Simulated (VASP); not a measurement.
## FeO: single point with PBE

Crystal: FeO.

```
Fe O
1.0
     0.00000    2.16967    2.16967
     2.16967    0.00000    2.16967
     2.16967    2.16967    0.00000
Fe O
1 1
Direct
  0.00000 0.00000 0.00000
  0.50000 0.50000 0.50000
```

This cell differs from its parent crystal: volume scaled by 1.02.

| Item | Value |
| --- | --- |
| Program | VASP 6.6.1 |
| Task | single point |
| Functional | PBE |
| Potentials or basis | VASP PAW PBE potentials, release 64 (Fe, O) |
| Cutoff | 520 eV |
| k mesh | 11 × 11 × 11 |
| Occupations | fermi-dirac, width 0.05 eV |
| Spin | collinear spin, ferromagnetic start |
| Starting moments | [4.0, 0.0] μB |
| Dipole correction | no |
| Further INCAR settings | ALGO = Normal; EDIFF = 1e-06; NBANDS = 18 |

```
Pressure                                              : -3.7 GPa
Band gap on the k mesh                                : zero (filled and empty bands overlap)
Net moment                                            : 4.00 μB per cell
Site moments                                          : Fe +3.62; O +0.30 μB
Valence electrons inside the program's atomic spheres : Fe 6.70; O 4.98
```

Levels at points of the mesh, in eV from the Fermi level:
Spin up:
```csv
k point,band 7,band 8,band 9,band 10,band 11,band 12
"(0.00, 0.00, 0.00)",-3.72,-3.67,-3.67,-0.02,15.40,16.87
```
Spin down:
```tsv
k point	band 1	band 2	band 3	band 4	band 5	band 6	band 7	band 8	band 9	band 10
(0.00, 0.00, 0.00)	-20.03	-3.18	-3.18	-3.18	-0.71	-0.71	-0.71	0.20	0.20	0.78
```

Wall time 2.3 min on 1 thread of AMD EPYC 7R13, on a shared host, peak memory 0.14 GiB.

Caveat: a cell with one magnetic atom can't hold antiferromagnetic order, which such compounds often take; semilocal functionals often make such compounds metallic where correlation or magnetic order opens a gap, which also shifts bond lengths.
